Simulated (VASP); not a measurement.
Input of a VASP 6.6.1 run:

File INCAR:

```
SYSTEM = Ba2AgBiS
  ALGO = Normal
  EDIFF = 1E-6
  ENCUT = 520
  GGA = PE
  ISIF = 2
  ISMEAR = 0
  LASPH = .TRUE.
  LCHARG = .FALSE.
  LREAL = .FALSE.
  LUSENCCL = .FALSE.
  LWAVE = .FALSE.
  NBANDS = 63
  NELM = 60
  PREC = Accurate
  SIGMA = 0.0107
```

File KPOINTS:

```
k-points
0
G
  6 6 2
  0 0 0
```

The input POSCAR:

```
Ba2AgBiS
1.0
    4.2089850000      0.0000000000      0.0000000000
    2.1044920000     -7.2668840000      0.0000000000
    0.0000000000      0.0000000000     -9.3528280000
Ba Bi Ag S
4 2 2 2
Direct
    0.3437800000      0.3124400000      0.4378500000
    0.6562200000      0.6875600000      0.9378500000
    0.6562200000      0.6875600000      0.5621500000
    0.3437800000      0.3124400000      0.0621500000
    0.2915200000      0.4169600000      0.7500000000
    0.7084800000      0.5830400000      0.2500000000
    0.0000000000      0.0000000000      0.5000000000
    0.0000000000      0.0000000000      0.0000000000
    0.9190300000      0.1619400000      0.7500000000
    0.0809700000      0.8380600000      0.2500000000
```

Potentials or basis: VASP PAW PBE potentials, release 64 (Ba_sv, Bi_d, Ag, S).

Command:

```bash
$ cat potpaw_PBE.64/Ba_sv/POTCAR potpaw_PBE.64/Bi_d/POTCAR potpaw_PBE.64/Ag/POTCAR potpaw_PBE.64/S/POTCAR > POTCAR
$ mpirun -np 1 vasp_std > vasp.out
```

(1) Predict the pressure.

(2) Predict the largest force.

(3) Estimate the band gap on the k mesh.

## Answers

(1) 13.5 GPa.

(2) 1.823 eV/Å.

(3) zero (bands 52 and 53 overlap by 0.20 eV).

Caveat: the cell stands under pressure; spin-orbit coupling is left out, which moves the levels of the heavy elements; forces of over 1 eV/Å act on the atoms, so gaps and moduli don't describe the material at rest.
